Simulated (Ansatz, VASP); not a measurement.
One calculation of Pd, two programs

```xyz
1
Lattice="0.0000 1.9841 1.9841 1.9841 0.0000 1.9841 1.9841 1.9841 0.0000" Properties=species:S:1:pos:R:3 pbc="T T T"
Pd    0.0000    0.0000    0.0000
```

Alike in both runs: task single point; functional PBEsol; k mesh 18 × 18 × 18; occupations gaussian, width 0.1 eV; no spin polarisation.

```csv
,VASP,Ansatz
version,VASP 6.6.1,Ansatz 0.2.0
potentials or method,"VASP PAW PBE potentials, release 64 (Pd), cutoff 500 eV","scalar-relativistic, plane waves, PAW"
valence electrons in the cell,10,18
```

Ansatz gave:

| Item | Value |
| --- | --- |
| gap on the k mesh at the Fermi level (eV) | none |
| pressure (GPa) | -12.0 |

Question: Which values does VASP return?

Answer: gap on the k mesh at the Fermi level (eV): none; pressure (GPa): -12.2.

VASP's potentials were made for PBE, not for PBEsol. A gap of «none» marks a metal or a gap that the smearing closes. VASP's potentials hold 10 valence electrons a cell and Ansatz's 18, so a difference there can come from the potentials and not from the codes.
